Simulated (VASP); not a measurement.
The system is Ti.

```
CELL_PARAMETERS angstrom
2.95000 0.00000 0.00000
-1.47500 2.55477 0.00000
0.00000 0.00000 4.68000
ATOMIC_POSITIONS crystal
Ti 0.33333 0.66667 0.25000
Ti 0.66667 0.33333 0.75000
```

* Program: VASP 6.6.1
* Task: relaxation of volume and atoms at fixed shape
* Functional: PBEsol
* Potentials or basis: VASP PAW PBE potentials, release 64 (Ti_sv)
* Cutoff: 600 eV
* k mesh: 9 × 9 × 5
* Occupations: gaussian, width 0.02 eV
* Spin: no spin polarisation

At the start: pressure -6.1 GPa; volume 17.64 Å³/atom.

Q: How do energy, volume and symmetry change on relaxing?

A: Over 3 steps the energy falls by 19.2 meV/atom and the volume is 16.67 Å³/atom (-5.5 %); space group P6_3/mmc (No. 194, to 0.1 Å) before and after.

The path:
| step | energy change (eV) | largest force (eV/Å) | pressure (GPa) | volume (Å³) |
| --- | --- | --- | --- | --- |
| 1 | 0.0000 | 0.0000 | -6.08 | 35.27 |
| 2 | -0.0166 | 0.0000 | 5.33 | 31.97 |
| 3 | -0.0385 | 0.0000 | -0.04 | 33.34 |

Final structure:
```
Ti
1.0
     2.89500    0.00000    0.00000
    -1.44750    2.50715    0.00000
     0.00000    0.00000    4.59275
Ti
2
Cartesian
  0.0000 1.6714 1.1482
  1.4475 0.8357 3.4446
```

Caveat: the PAW data sets were made with another functional, which shifts forces and pressure a little.
